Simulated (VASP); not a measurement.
Write the native input for VASP 6.6.1 that does the following.

```
Task                   : single point
Functional             : PBEsol
Potentials or basis    : VASP PAW PBE potentials, release 64 (Pt)
Cutoff                 : 520 eV
k mesh                 : 7 × 7 × 4
Occupations            : methfessel-paxton, width 0.1 eV
Spin                   : no spin polarisation
Dipole correction      : no
Further INCAR settings : ALGO = Normal; EDIFF = 1e-06; NBANDS = 17
```

The structure of Pt lies in POSCAR:

```
Pt
1.0
    2.7040914466     -0.0074803227      0.0021112152
   -1.3585668174      2.2882792365      0.0066415256
    0.0034391341      0.0140266766      4.8977164488
Pt
2
Direct
    0.7496946300      0.3068755488      0.7370210178
    0.2333541940      0.7333864105      0.2221350952
```

One way to write it, as run:

INCAR

```
SYSTEM = Pt
  PREC = Accurate
  ENCUT = 520
  EDIFF = 1E-6
  ISMEAR = 1
  SIGMA = 0.1
  LREAL = .False.
  LASPH = .True.
  NELM = 60
  ALGO = Normal
  ISIF = 2
  LWAVE = .False.
  LCHARG = .False.
  GGA = PS
  NBANDS = 17
```

KPOINTS

```
regular mesh
0
Gamma
  7 7 4
  0 0 0
```

Potentials or basis: VASP PAW PBE potentials, release 64 (Pt).

Run with:

```bash
$ cat potpaw_PBE.64/Pt/POTCAR > POTCAR
$ mpirun -np 1 vasp_std > vasp.out
```

Results of the run:

- Pressure: 3.8 GPa
- Largest force: 0.900 eV/Å
- Band gap on the k mesh: zero (band 10 reaches 11.50 eV, above the bottom of band 11 at 9.75 eV)

Caveat: the k points lie up to 0.39 Å⁻¹ apart; the PAW data sets were made with another functional, which shifts forces and pressure a little; spin-orbit coupling is left out, which moves the levels of the heavy elements.

Wall time 14 s on 1 thread of Intel(R) Xeon(R) 6975P-C (Granite Rapids) (shared host), peak memory 0.16 GiB.
